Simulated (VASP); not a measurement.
Runs of VASP 6.6.1 on AlN (wurtzite). The structure is that of space group P6_3mc (No. 186), or close to it. The cells are those of the table. 

```csv
task,cell,cutoff (eV),gap on the mesh (eV),pressure (GPa)
single point,"a = 3.107, b = 3.107, c = 4.953 Å, angles 90.0, 90.0, 120.0°, 4 atoms",520,4.94,0.6
relaxation of the atoms,"atoms relaxed from a = 3.107, b = 3.107, c = 4.953 Å, angles 90.0, 90.0, 120.0°, 4 atoms",520,4.94,0.6
single point,"a = 3.107, b = 3.107, c = 4.978 Å, angles 90.0, 90.0, 120.0°, 4 atoms",520,(a),(b)
relaxation of the atoms,"atoms relaxed from a = 3.091, b = 3.091, c = 4.978 Å, angles 90.0, 90.0, 120.0°, 4 atoms",520,5.04,1.8
single point,"a = 3.122, b = 3.122, c = 4.978 Å, angles 90.0, 90.0, 120.0°, 4 atoms",520,4.80,-2.5
single point,"a = 3.091, b = 3.091, c = 4.978 Å, angles 90.0, 90.0, 120.0°, 4 atoms",520,5.04,1.8
relaxation of cell and atoms,"relaxed from a = 3.110, b = 3.110, c = 4.980 Å, angles 90.0, 90.0, 120.0°, 4 atoms",600,4.93,0.0
```

Alike in all rows: level r2SCAN; potentials or basis VASP PAW PBE potentials, release 64 (Al, N); no spin polarisation; k mesh 8 × 8 × 5; smearing gaussian 0.01 eV.

Problem. Fill in the values left out.

Solution. (a) 4.92; (b) -0.4.

Caveats: the PAW data sets were made with another functional, which shifts forces and pressure a little.

